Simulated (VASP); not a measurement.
Wanted: the native input for a VASP 6.6.1 run.

| Property | Result |
| --- | --- |
| Task | single point |
| Functional | PBE |
| Potentials or basis | VASP PAW PBE potentials, release 64 (Cd, S) |
| Cutoff | 520 eV |
| k mesh | 8 × 8 × 8 |
| Occupations | fermi-dirac, width 0.02 eV |
| Spin | no spin polarisation |
| Dipole correction | no |
| Further INCAR settings | ALGO = Normal; EDIFF = 1e-06; NBANDS = 16 |

The structure of CdS lies in POSCAR:

```
CdS
1.0
    0.0000000000      2.8898377816      2.8898377816
    2.8898377816      0.0000000000      2.8898377816
    2.8898377816      2.8898377816      0.0000000000
Cd S
1 1
Direct
    0.0000000000      0.0000000000      0.0000000000
    0.5000000000      0.5000000000      0.5000000000
```

This cell differs from its parent crystal: strain +6.0%.

One way to write it, as run:

INCAR

```
SYSTEM = CdS
ALGO = Normal ; EDIFF = 1E-6
ENCUT = 520 ; GGA = PE
ISIF = 2 ; ISMEAR = -1
LASPH = .True. ; LCHARG = .False.
LREAL = .False. ; LWAVE = .False.
NBANDS = 16 ; NELM = 100
PREC = Accurate ; SIGMA = 0.02
```

KPOINTS

```
k-points
0
Gamma
  8 8 8
  0 0 0
```

Potentials or basis: VASP PAW PBE potentials, release 64 (Cd, S).

Launch:

```sh
$ cat potpaw_PBE.64/Cd/POTCAR potpaw_PBE.64/S/POTCAR > POTCAR
$ mpirun -np 1 vasp_std > vasp.out
```

Results of the run:

The pressure is -7.4 GPa. The band gap on the k mesh is 0.19 eV, indirect (least direct gap 0.71 eV).

Caveat: the cell differs from its parent crystal (strain +6.0%).

It took 18 s on 1 thread of Intel(R) Xeon(R) Platinum 8259CL CPU @ 2.50GHz (Skylake/Cascade Lake), with other jobs on the host, peak memory 0.17 GiB.
